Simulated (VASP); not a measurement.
# Lu (Fd-3m) in VASP: density of states with PBEsol

Aim: the density of states of Lu with PBEsol.

Everything below comes from runs of VASP 6.6.1. Logs are shortened: lines on timing, memory, paths and dates and some standing lists are left out, and cuts for length are marked.

### Step 1. The cell of the first run

The structure is cubic, space group Fd-3m (No. 227). The conventional cell has a = 5.405 Å, b = 5.405 Å, c = 5.405 Å, α = 90.00°, β = 90.00°, γ = 90.00°. Lu (site symmetry -43m) has 4 Lu at 2.34 Å within 3.1 Å.

### Step 2. Density of states, PBEsol (volume scaled by 0.43)

POSCAR reads:

```
Lu
1.0
    0.0000000000      2.7023675267      2.7023675267
    2.7023675267      0.0000000000      2.7023675267
    2.7023675267      2.7023675267      0.0000000000
Lu
2
Direct
   -0.1250000000     -0.1250000000     -0.1250000000
    0.1250000000      0.1250000000      0.1250000000
```

INCAR.step1 reads:

```
PREC = Accurate ; ENCUT = 520
EDIFF = 1E-6 ; ISMEAR = -1
SIGMA = 0.05 ; LREAL = False
LASPH = True ; NELM = 60
ALGO = Normal ; ISIF = 2
LWAVE = False ; LCHARG = True
GGA = PS ; NBANDS = 32
```

KPOINTS.step1 reads:

```
regular mesh
0
Gamma
  10 10 10
```

INCAR.step2 reads:

```
PREC = Accurate ; ENCUT = 520
EDIFF = 1E-6 ; ISMEAR = -5
SIGMA = 0.05 ; LREAL = False
LASPH = True ; NELM = 60
ALGO = Normal ; ISIF = 2
LWAVE = False ; LCHARG = False
GGA = PS ; LORBIT = 11
NBANDS = 32 ; NEDOS = 2001
ICHARG = 11
```

KPOINTS.step2 reads:

```
regular mesh
0
Gamma
  15 15 15
```

Potentials or basis: VASP PAW PBE potentials, release 64 (Lu).

Started as:

```
$ cat potpaw_PBE.64/Lu/POTCAR > POTCAR
$ cp INCAR.step1 INCAR
$ cp KPOINTS.step1 KPOINTS
$ mpirun -np 1 vasp_std > vasp.out
$ cp INCAR.step2 INCAR
$ cp KPOINTS.step2 KPOINTS
$ mpirun -np 1 vasp_std > vasp.out
```

OUTCAR:

```text
PREC = Accurate
   ENCUT = 520
   EDIFF = 1E-6
   ISMEAR = -5
   LREAL = False
   LASPH = True
   NELM = 60
   ISIF = 2
   GGA = PS
   LORBIT = 11
   ICHARG = 11

 ion  position               nearest neighbor table
   1  0.875  0.875  0.875-   2 2.34   2 2.34   2 2.34   2 2.34
   2  0.125  0.125  0.125-   1 2.34   1 2.34   1 2.34   1 2.34

  LATTYP: Found a face centered cubic cell.
 ALAT       =     5.4047350534

  Lattice vectors:

 A1 = (   0.0000000000,   2.7023675267,   2.7023675267)
 A2 = (   2.7023675267,   0.0000000000,   2.7023675267)
 A3 = (   2.7023675267,   2.7023675267,   0.0000000000)

Analysis of symmetry for initial positions (statically):
=====================================================================
 Subroutine PRICEL returns:
 Original cell was already a primitive cell.

 Routine SETGRP: Setting up the symmetry group for a
 face centered cubic supercell.

 Subroutine GETGRP returns: Found 48 space group operations
 (whereof 12 operations were pure point group operations)
 out of a pool of 48 trial point group operations.

The static configuration has the point symmetry D_3d.
 The point group associated with its full space group is O_h .

Analysis of symmetry for dynamics (positions and initial velocities):
=====================================================================
 Subroutine PRICEL returns:
 Original cell was already a primitive cell.

 Routine SETGRP: Setting up the symmetry group for a
 face centered cubic supercell.

 Subroutine GETGRP returns: Found 48 space group operations
 (whereof 12 operations were pure point group operations)
 out of a pool of 48 trial point group operations.

The dynamic configuration has the point symmetry D_3d.
 The point group associated with its full space group is O_h .

 Subroutine INISYM returns: Found 48 space group operations
 (whereof 12 operations are pure point group operations),
 and found     1 'primitive' translations

----------------------------------------------------------------------------------------

                                     Primitive cell

  volume of cell :      39.4696

  direct lattice vectors                    reciprocal lattice vectors
     0.000000000  2.702367527  2.702367527    -0.185022946  0.185022946  0.185022946
     2.702367527  0.000000000  2.702367527     0.185022946 -0.185022946  0.185022946
     2.702367527  2.702367527  0.000000000     0.185022946  0.185022946 -0.185022946

[... 84 lines left out ...]
   NELM   =     60;   NELMIN=  2; NELMDL=  0     # of ELM steps
   EDIFF  = 0.1E-05   stopping-criterion for ELM
   LREAL  =      F    real-space projection
   EDIFFG = 0.1E-04   stopping-criterion for IOM
   NSW    =      0    number of steps for IOM
   IBRION =     -1    ionic relax: 0-MD 1-quasi-New 2-CG
   NFREE  =      0    steps in history (QN), initial steepest desc. (CG)
   ISIF   =      2    stress and relaxation
   ISYM   =      2    0-nonsym 1-usesym 2-fastsym
   POTIM  = 0.5000    time-step for ionic-motion
   TEBEG  =    0.0;   TEEND  =   0.0 temperature during run
   PSTRESS=    0.0 pullay stress
   NELECT =      50.0000    total number of electrons
   NUPDOWN=      -1.0000    fix difference up-down
   EMIN   =  10.00;   EMAX   =-10.00  energy-range for DOS
   EFERMI =   0.00;   METHOD = LEGACY
   ISMEAR =    -5;   SIGMA  =   0.05  broadening in eV -4-tet -1-fermi 0-gaus
   EFERMI_NEDOS =   21; number of points for ismear=-14 and -15
   IALGO  =     38    algorithm
   IMIX   =      4    mixing-type and parameters
     AMIX     =   0.40;   BMIX     =  1.00
     AMIX_MAG =   1.60;   BMIX_MAG =  1.00
  volume/ion in A,a.u.               =      19.73       133.18
  Fermi-wavevector in a.u.,A,eV,Ry     =   1.771375  3.347413 42.691927  3.137768
  Thomas-Fermi vector in A             =   2.837979
   LORBIT       =     11    0 simple, 1 ext, 2 COOP (PROOUT), +10 PAW based schemes
   GGA     = PS    functional components
   LHFCALC =     F    Hartree Fock is set to
   AEXX    =    0.0000 exact exchange contribution
   IVDW    =     0    specifies the selected vdW correction
   LEPSILON=     F    determine dielectric tensor
   LRPA    =     F    only Hartree local field effects (RPA)
 non-spin polarized calculation
 Fermi weights with tetrahedron method with Bloechl corrections
  energy-cutoff  :      520.00
  volume of cell :       39.47
 maximum number of plane-waves:      1073

 number of electron      49.9999990 magnetization

 Free energy of the ion-electron system (eV)
  ---------------------------------------------------
  ext. energy  EPLUGINS =         0.00000000
  ---------------------------------------------------
  free energy    TOTEN  =        -2.81396015 eV

  energy without entropy =       -2.81396015  energy(sigma->0) =       -2.81396015

 E-fermi :   3.3222     XC(G=0): -12.6443

 val. band max:        3.3131080124   @ k =  -0.2667   0.4000   0.1333
 cond. band min:       3.3210020530   @ k =  -0.4667   0.2667   0.0667
 fundamental gap:      0.0078940406
 Fermi energy:         3.3222192435

 k-point     1 :       0.0000    0.0000    0.0000
  band No.  band energies     occupation
      1     -53.9404      2.00000
      2     -52.3298      2.00000
      3     -25.3779      2.00000
      4     -25.3779      2.00000
      5     -25.3779      2.00000
      6     -22.7465      2.00000
[... 829 lines left out ...]
     31       7.8407      0.00000
     32      13.1929      0.00000

 [... further k-points ...]
[... 5 lines left out ...]
  --------------------------------------------------------------------------------------
  -------------------------------------------------------------------------------------
  Total       10.5247789     10.5247789     10.5247789     -0.0000000      0.0000000     -0.0000000
  in kB      427.2286079    427.2286079    427.2286079     -0.0000000      0.0000000     -0.0000000
  external PRESSURE =     427.2286079 kB  Pullay stress =       0.0000000 kB

 VOLUME and BASIS-vectors are now :
 -----------------------------------------------------------------------------
  energy-cutoff  :      520.00
  volume of cell :       39.47
      direct lattice vectors                 reciprocal lattice vectors
     0.000000000  2.702367527  2.702367527    -0.185022946  0.185022946  0.185022946
     2.702367527  0.000000000  2.702367527     0.185022946 -0.185022946  0.185022946
     2.702367527  2.702367527  0.000000000     0.185022946  0.185022946 -0.185022946

 POSITION                                       TOTAL-FORCE (eV/Angst)
 -----------------------------------------------------------------------------------
      4.72914      4.72914      4.72914         0.000000     -0.000000     -0.000000
      0.67559      0.67559      0.67559        -0.000000      0.000000      0.000000
 -----------------------------------------------------------------------------------
    total drift:                                0.000000     -0.000000     -0.000000

  FREE ENERGIE OF THE ION-ELECTRON SYSTEM (eV)
  ---------------------------------------------------
  free  energy   TOTEN  =        -2.8139601548 eV

  energy  without entropy=       -2.8139601548  energy(sigma->0) =       -2.81396015

 total charge

# of ion       s       p       d       f       tot
--------------------------------------------------
    1        2.344   6.044   1.988  14.095  24.471
    2        2.344   6.044   1.988  14.095  24.471
--------------------------------------------------
tot          4.688  12.089   3.976  28.190  48.942
```

It took 2 min on 1 thread of Intel Xeon Platinum 8488C (Sapphire Rapids), shared host; peak memory 0.25 GiB.

What came out:

```yaml
Valence_electrons_inside_the_program's_atomic_spheres: Lu 24.47
```

Caveat: the PAW data sets were made with another functional, which shifts forces and pressure a little; spin-orbit coupling is left out, which moves the levels of the heavy elements; tetrahedron occupations give inexact forces and stress in metals.
